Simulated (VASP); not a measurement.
# Ag (P1) in VASP: single point with r2SCAN

Aim: the single point of Ag with r2SCAN.

Everything below comes from runs of VASP 6.6.1. Logs are shortened: lines on timing, memory, paths and dates and some standing lists are left out, and cuts for length are marked.

### Step 1. The cell of the first run

The typed cell holds 4 atoms: a = 2.905 Å, b = 2.905 Å, c = 9.467 Å, α = 90.00°, β = 90.00°, γ = 120.00°.

### Step 2. Single point, r2SCAN (atoms moved at random)

POSCAR reads:

```
Ag
1.0
    2.9052090038      0.0000000000      0.0000000000
   -1.4526045019      2.5159848006      0.0000000000
    0.0000000000      0.0000000000      9.4669946005
Ag
4
Direct
    0.3344938405      0.6659647885      0.2512747896
    0.6636112976      0.3387923922      0.7487207701
    0.0088305082     -0.0005975546      0.0027580874
   -0.0069356463     -0.0041596261      0.4972463529
```

INCAR.step1 reads:

```
SYSTEM = Ag
ALGO     = Normal         ! electronic algorithm
EDIFF    = 1E-4           ! SCF threshold, eV
ENCUT    = 520            ! plane-wave cutoff, eV
GGA      = PE             ! functional
ISMEAR   = 0              ! smearing method
LASPH    = .True.         ! aspherical terms in the spheres
LCHARG   = .False.        ! write CHGCAR
LREAL    = .False.        ! projectors in reciprocal space
LWAVE    = .True.         ! write WAVECAR
NBANDS   = 30             ! bands
NELM     = 100            ! most SCF steps
PREC     = Accurate       ! precision mode
SIGMA    = 0.15           ! smearing width, eV
```

INCAR.step2 reads:

```
SYSTEM = Ag
ALGO     = Normal         ! electronic algorithm
EDIFF    = 1E-6           ! SCF threshold, eV
ENCUT    = 520            ! plane-wave cutoff, eV
ISIF     = 2              ! what is computed and relaxed
ISMEAR   = 0              ! smearing method
ISTART   = 1            
LASPH    = .True.         ! aspherical terms in the spheres
LCHARG   = .False.        ! write CHGCAR
LMIXTAU  = .True.       
LREAL    = .False.        ! projectors in reciprocal space
LWAVE    = .False.        ! write WAVECAR
METAGGA  = R2SCAN         ! meta-GGA
NBANDS   = 30             ! bands
NELM     = 100            ! most SCF steps
PREC     = Accurate       ! precision mode
SIGMA    = 0.15           ! smearing width, eV
```

KPOINTS reads:

```
k-points
0
Gamma
  12 12 4
  0 0 0
```

Potentials or basis: VASP PAW PBE potentials, release 64 (Ag).

Launch:

```
$ cat potpaw_PBE.64/Ag/POTCAR > POTCAR
$ cp INCAR.step1 INCAR
$ mpirun -np 1 vasp_std > vasp.out
$ cp INCAR.step2 INCAR
$ mpirun -np 1 vasp_std > vasp.out
```

OUTCAR:

```text
SYSTEM = Ag
   EDIFF = 1E-6
   ENCUT = 520
   ISIF = 2
   ISMEAR = 0
   ISTART = 1
   LASPH = .True.
   LREAL = .False.
   METAGGA = R2SCAN
   NELM = 100
   PREC = Accurate

 ion  position               nearest neighbor table
   1  0.334  0.666  0.251-   4 2.86   4 2.87   4 2.88   3 2.88   3 2.89   3 2.90
   2  0.664  0.339  0.749-   4 2.90   3 2.92   4 2.92   4 2.92   3 2.92   3 2.96
   3  0.009  0.999  0.003-   1 2.88   1 2.89   1 2.90   2 2.92   2 2.92   2 2.96
   4  0.993  0.996  0.497-   1 2.86   1 2.87   1 2.88   2 2.90   2 2.92   2 2.92

  LATTYP: Found a hexagonal cell.
 ALAT       =     2.9052090038
 C/A-ratio  =     3.2586277229

  Lattice vectors:

 A1 = (   2.9052090038,   0.0000000000,   0.0000000000)
 A2 = (  -1.4526045019,   2.5159848006,   0.0000000000)
 A3 = (   0.0000000000,   0.0000000000,   9.4669946005)

Analysis of symmetry for initial positions (statically):
=====================================================================
 Subroutine PRICEL returns:
 Original cell was already a primitive cell.

 Routine SETGRP: Setting up the symmetry group for a
 hexagonal supercell.

 Subroutine GETGRP returns: Found  1 space group operations
 (whereof  1 operations were pure point group operations)
 out of a pool of 24 trial point group operations.

The static configuration has the point symmetry C_1 .

Analysis of symmetry for dynamics (positions and initial velocities):
=====================================================================
 Subroutine PRICEL returns:
 Original cell was already a primitive cell.

 Routine SETGRP: Setting up the symmetry group for a
 hexagonal supercell.

 Subroutine GETGRP returns: Found  1 space group operations
 (whereof  1 operations were pure point group operations)
 out of a pool of 24 trial point group operations.

The dynamic configuration has the point symmetry C_1 .

 Subroutine INISYM returns: Found  1 space group operations
 (whereof  1 operations are pure point group operations),
 and found     1 'primitive' translations

----------------------------------------------------------------------------------------

                                     Primitive cell

  volume of cell :      69.1986

  direct lattice vectors                    reciprocal lattice vectors
     2.905209004  0.000000000  0.000000000     0.344209315  0.198729340  0.000000000
    -1.452604502  2.515984801  0.000000000     0.000000000  0.397458681  0.000000000
[... 89 lines left out ...]
   EDIFF  = 0.1E-05   stopping-criterion for ELM
   LREAL  =      F    real-space projection
   EDIFFG = 0.1E-04   stopping-criterion for IOM
   NSW    =      0    number of steps for IOM
   IBRION =     -1    ionic relax: 0-MD 1-quasi-New 2-CG
   NFREE  =      0    steps in history (QN), initial steepest desc. (CG)
   ISIF   =      2    stress and relaxation
   ISYM   =      2    0-nonsym 1-usesym 2-fastsym
   POTIM  = 0.5000    time-step for ionic-motion
   TEBEG  =    0.0;   TEEND  =   0.0 temperature during run
   PSTRESS=    0.0 pullay stress
   NELECT =      44.0000    total number of electrons
   NUPDOWN=      -1.0000    fix difference up-down
   EMIN   =  10.00;   EMAX   =-10.00  energy-range for DOS
   EFERMI =   0.00;   METHOD = LEGACY
   ISMEAR =     0;   SIGMA  =   0.15  broadening in eV -4-tet -1-fermi 0-gaus
   EFERMI_NEDOS =   21; number of points for ismear=-14 and -15
   IALGO  =     38    algorithm
   IMIX   =      4    mixing-type and parameters
     AMIX     =   0.40;   BMIX     =  1.00
     AMIX_MAG =   1.60;   BMIX_MAG =  1.00
  volume/ion in A,a.u.               =      17.30       116.74
  Fermi-wavevector in a.u.,A,eV,Ry     =   1.407753  2.660268 26.963608  1.981769
  Thomas-Fermi vector in A             =   2.529980
   LORBIT       =      0    0 simple, 1 ext, 2 COOP (PROOUT), +10 PAW based schemes
   METAGGA = R2SCAN    functional components
   LHFCALC =     F    Hartree Fock is set to
   AEXX    =    0.0000 exact exchange contribution
   IVDW    =     0    specifies the selected vdW correction
   LEPSILON=     F    determine dielectric tensor
   LRPA    =     F    only Hartree local field effects (RPA)
 non-spin polarized calculation
 Gauss-broadening in eV      SIGMA  =   0.15
  energy-cutoff  :      520.00
  volume of cell :       69.20
 maximum number of plane-waves:      1908
 NGX is ok and might be reduce to    24
   NGX = 11   NGY = 11   NGZ = 35

 number of electron      44.0000004 magnetization

 Free energy of the ion-electron system (eV)
  ---------------------------------------------------
  ext. energy  EPLUGINS =         0.00000000
  ---------------------------------------------------
  free energy    TOTEN  =       -85.42028861 eV

  energy without entropy =      -85.41066765  energy(sigma->0) =      -85.41547813

 E-fermi :   8.1826     XC(G=0): -12.8645

 val. band max:        8.1805241860   @ k =   0.4167  -0.0000   0.0000
 cond. band min:       8.1842027717   @ k =  -0.4167   0.5000   0.5000
 fundamental gap:      0.0036785857
 Fermi energy:         8.1825869817

 k-point     1 :       0.0000    0.0000    0.0000
  band No.  band energies     occupation
      1       0.3831      2.00000
      2       1.5900      2.00000
      3       1.7148      2.00000
      4       1.7233      2.00000
      5       3.1247      2.00000
      6       3.1249      2.00000
[... 781 lines left out ...]
     29      21.1895      0.00000
     30      21.2450      0.00000

 [... further k-points ...]

------------------------ aborting loop because EDIFF is reached ----------------------------------------

  FORCE on cell =-STRESS in cart. coord.  units (eV):
  Direction    XX          YY          ZZ          XY          YZ          ZX
  --------------------------------------------------------------------------------------
  -------------------------------------------------------------------------------------
  Total        0.1778725      0.2104660      0.0331992      0.0233307     -0.0024044      0.0143370
  in kB        4.1183366      4.8729840      0.7686724      0.5401822     -0.0556692      0.3319498
  external PRESSURE =       3.2533310 kB  Pullay stress =       0.0000000 kB

 VOLUME and BASIS-vectors are now :
 -----------------------------------------------------------------------------
  energy-cutoff  :      520.00
  volume of cell :       69.20
      direct lattice vectors                 reciprocal lattice vectors
     2.905209004  0.000000000  0.000000000     0.344209315  0.198729340  0.000000000
    -1.452604502  2.515984801  0.000000000     0.000000000  0.397458681  0.000000000
     0.000000000  0.000000000  9.466994600     0.000000000  0.000000000  0.105630144

 POSITION                                       TOTAL-FORCE (eV/Angst)
 -----------------------------------------------------------------------------------
      0.00439      1.67556      2.37882         0.000952     -0.005834     -0.076276
      1.43580      0.85240      7.08814         0.018194     -0.016935      0.061150
     -1.42608      2.51448      0.02611        -0.030501      0.005397     -0.145390
      1.43850      2.50552      4.70743         0.011355      0.017372      0.160517
 -----------------------------------------------------------------------------------
    total drift:                                0.000013     -0.000012      0.000010

  FREE ENERGIE OF THE ION-ELECTRON SYSTEM (eV)
  ---------------------------------------------------
  free  energy   TOTEN  =       -85.4202886073 eV

  energy  without entropy=      -85.4106676510  energy(sigma->0) =      -85.41547813
```

OSZICAR.step1:

```text
N       E                     dE             d eps       ncg     rms          rms(c)
DAV:   1     0.296427654452E+03    0.29643E+03   -0.22690E+04 17560   0.145E+03
DAV:   2    -0.537609702154E+01   -0.30180E+03   -0.28632E+03 18096   0.334E+02
DAV:   3    -0.118051060697E+02   -0.64290E+01   -0.63938E+01 20152   0.556E+01
DAV:   4    -0.118340986523E+02   -0.28993E-01   -0.28988E-01 18726   0.365E+00
DAV:   5    -0.118343876889E+02   -0.28904E-03   -0.28903E-03 20228   0.394E-01    0.101E+01
DAV:   6    -0.108804952507E+02    0.95389E+00   -0.28679E+00 18480   0.139E+01    0.659E+00
DAV:   7    -0.108498293344E+02    0.30666E-01   -0.42007E-02 19596   0.141E+00    0.360E+00
DAV:   8    -0.108396519302E+02    0.10177E-01   -0.28111E-03 19122   0.419E-01    0.159E-01
DAV:   9    -0.108396571576E+02   -0.52274E-05   -0.13800E-04 12876   0.182E-01
   1 F= -.10839657E+02 E0= -.10834357E+02  d E =-.105997E-01
```

Wall time 22 min (1 thread of Oxide Virtual Turin-like, shared host); peak memory 0.5 GiB.

What came out:

* Free energy: -85.4203 eV
* Pressure: 0.3 GPa
* Largest force: 0.162 eV/Å
* Band gap on the k mesh: zero (bands 22 and 23 overlap by 6.93 eV)

Forces on the atoms (eV/Å):
```
Ag   0.001 -0.006 -0.076
Ag   0.018 -0.017  0.061
Ag  -0.031  0.005 -0.145
Ag   0.011  0.017  0.161
```

Levels at points of the mesh, in eV from the Fermi level:
```
           k point  band 20  band 21  band 22  band 23  band 24  band 25
(0.00, 0.00, 0.00)    -3.67    -3.66    -3.28    -3.26    -0.22     3.70
(0.50, 0.00, 0.00)    -3.05    -0.06     0.88     1.09     1.65     4.44
(0.00, 0.50, 0.00)    -3.05    -0.05     0.89     1.07     1.64     4.44
(0.50, 0.50, 0.00)    -3.05    -0.08     0.91     1.10     1.69     4.39
(0.00, 0.00, 0.50)    -3.44    -3.42    -3.41    -2.42    -2.41     6.60
(0.50, 0.00, 0.50)    -3.08     0.32     0.37     1.49     1.50     4.91
(0.00, 0.50, 0.50)    -3.08     0.31     0.38     1.47     1.50     4.91
(0.50, 0.50, 0.50)    -3.09     0.32     0.34     1.50     1.56     4.85
```

Caveat: the cell differs from its parent crystal (atoms moved at random); the PAW data sets were made with another functional, which shifts forces and pressure a little.
